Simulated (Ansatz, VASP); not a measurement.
## One calculation of KCl, two programs

POSCAR

```
KCl
1.0
    5.5773230012      0.0000000000      0.0000000000
   -2.7886615006      4.8301034041      0.0000000000
    0.0000000000      0.0000000000      6.5118213366
K Cl
2 2
Direct
    0.3333333333      0.6666666667     -0.0625000000
    0.6666666667      0.3333333333      0.4375000000
    0.3333333333      0.6666666667      0.4375000000
    0.6666666667      0.3333333333      0.9375000000
```

Contents of INCAR.step1:

```
PREC = Accurate ; ENCUT = 520
ISMEAR = 0 ; SIGMA = 0.01
LREAL = F ; LASPH = T
NELM = 80 ; NBANDS = 24
GGA = PE ; ALGO = Normal
EDIFF = 1E-4 ; LWAVE = T
LCHARG = F
```

The input INCAR.step2:

```
PREC = Accurate ; ENCUT = 520
EDIFF = 1E-7 ; ISMEAR = 0
SIGMA = 0.01 ; LREAL = F
LASPH = T ; NELM = 80
ALGO = Normal ; ISIF = 2
LWAVE = F ; LCHARG = F
METAGGA = R2SCAN ; LMIXTAU = T
NBANDS = 24 ; ISTART = 1
```

KPOINTS

```
Automatic mesh
0
Gamma
  6 6 4
```

Input for Ansatz:

```yaml
crystal:
  lattice:
    - [5.5773230012, 0.0, 0.0]
    - [-2.7886615006, 4.8301034041, 0.0]
    - [0.0, 0.0, 6.5118213366]
  atoms:
    - { symbol: K, position: [0.3333333333, 0.6666666667, -0.0625] }
    - { symbol: K, position: [0.6666666667, 0.3333333333, 0.4375] }
    - { symbol: Cl, position: [0.3333333333, 0.6666666667, 0.4375] }
    - { symbol: Cl, position: [0.6666666667, 0.3333333333, 0.9375] }
kpoints:
  mp_grid: { grid: [6, 6, 4] }
  band_path:
    path:
      - [0.0, 0.0, 0.0]
      - [0.5, 0.0, 0.0]
      - [0.3333333333, 0.3333333333, 0.0]
      - [0.0, 0.0, 0.5]
      - [0.5, 0.0, 0.5]
      - [0.3333333333, 0.3333333333, 0.5]
    npoints: 1
hamiltonian:
  xc: r2scan
scf:
  occupations: { method: fixed }
  n_extra_bands: 5
output:
  forces: true
  stress: true
  eigenvalues: true
```

Change from the starting cell: hydrostatic strain +4.4%.

Alike in both runs: task single point; functional r2SCAN; k mesh 6 × 6 × 4; no spin polarisation.

|  | VASP | Ansatz |
| --- | --- | --- |
| version | VASP 6.6.1 | Ansatz 0.2.0 |
| potentials or method | VASP PAW PBE potentials, release 64 (K_sv, Cl) | plane waves, PAW |
| plane-wave cutoff (eV) | 520 | 500 |
| occupations | gaussian, width 0.01 eV | fixed |
| valence electrons in the cell | 32 | 32 |

```tsv
	VASP	Ansatz	Ansatz less VASP
gap on the k mesh at the Fermi level (eV)	5.15	5.14	-0.002
pressure (GPa)	-1.4	-1.4	+0.03
traceless stress, the component that is largest in VASP (GPa)	-0.19	-0.19	-0.002
```

VASP's potentials were made for PBE, not for r2SCAN.
